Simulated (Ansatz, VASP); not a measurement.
Two plane-wave programs on WI6

```xyz
7
Lattice="0.0000 5.7844 5.7844 5.7844 0.0000 5.7844 5.7844 5.7844 0.0000" Properties=species:S:1:pos:R:3 pbc="T T T"
W     0.0000    0.0000    0.0000
I     2.7112    5.7844    5.7844
I     8.8577    5.7844    5.7844
I     5.7844    2.7112    5.7844
I     5.7844    8.8577    5.7844
I     5.7844    5.7844    2.7112
I     5.7844    5.7844    8.8577
```

Change from the starting cell: relaxed end of: ordered vacancies on the cation sites of rhenium trioxide (Fm-3m, No. 225).

Alike in both runs: functional PBE; k mesh 6 × 6 × 6; occupations gaussian, width 0.01 eV; no spin polarisation.

Ansatz relaxed the structure, and its values are those at the end. VASP's run is a single point on that final structure, the one shown.

|  | VASP | Ansatz |
| --- | --- | --- |
| version | VASP 6.6.1 | Ansatz 0.2.0 |
| potentials or method | VASP PAW PBE potentials, release 64 (W_sv, I), cutoff 520 eV | scalar-relativistic, plane waves, PAW |
| valence electrons in the cell | 56 | 116 |

VASP gave:

| Quantity | Value |
| --- | --- |
| gap on the k mesh at the Fermi level (eV) | 0.19 |
| least direct gap on the mesh (eV) | 0.19 |
| pressure (GPa) | 0.0 |
| rms of the force components (eV/Å) | 0.004 |

**Question.** What did Ansatz give for the same quantities?

**Answer.** gap on the k mesh at the Fermi level (eV): 0.18; least direct gap on the mesh (eV): 0.19; pressure (GPa): 0.0; rms of the force components (eV/Å): 0.004.

VASP's potentials hold 56 valence electrons a cell and Ansatz's 116, so a difference there can come from the potentials and not from the codes. Ansatz's warnings: xc potential rough in thin density.

Spin-orbit coupling is off throughout.
